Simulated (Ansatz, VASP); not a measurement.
## Two plane-wave programs on Cu

```
Cu
1.0
     2.53410    0.00000    0.00000
    -1.26705    2.19459    0.00000
     0.00000    0.00000    4.11257
Cu
2
Direct
  0.33333 0.66667 0.25000
  0.66667 0.33333 0.75000
```

Alike in both runs: task single point; functional PBE; k mesh 6 × 6 × 4; occupations methfessel-paxton of order 1, width 0.002 eV; no spin polarisation.

```csv
,VASP,Ansatz
version,VASP 6.6.1,Ansatz 0.2.0
potentials or method,"VASP PAW PBE potentials, release 64 (Cu), cutoff 520 eV","scalar-relativistic, plane waves, PAW"
valence electrons in the cell,22,38
```

|  | VASP | Ansatz | Ansatz less VASP |
| --- | --- | --- | --- |
| gap on the k mesh at the Fermi level (eV) | none | none | - |
| pressure (GPa) | 9.0 | 7.6 | -1.44 |
| traceless stress, the component that is largest in VASP (GPa) | -1.18 | -1.17 | +0.012 |

A gap of «none» marks a metal or a gap that the smearing closes. With one functional, cell and mesh, what is left measures potentials, basis and numerics. VASP's potentials hold 22 valence electrons a cell and Ansatz's 38, so a difference there can come from the potentials and not from the codes.

The k mesh is coarse, so the values compare programs but aren't converged.
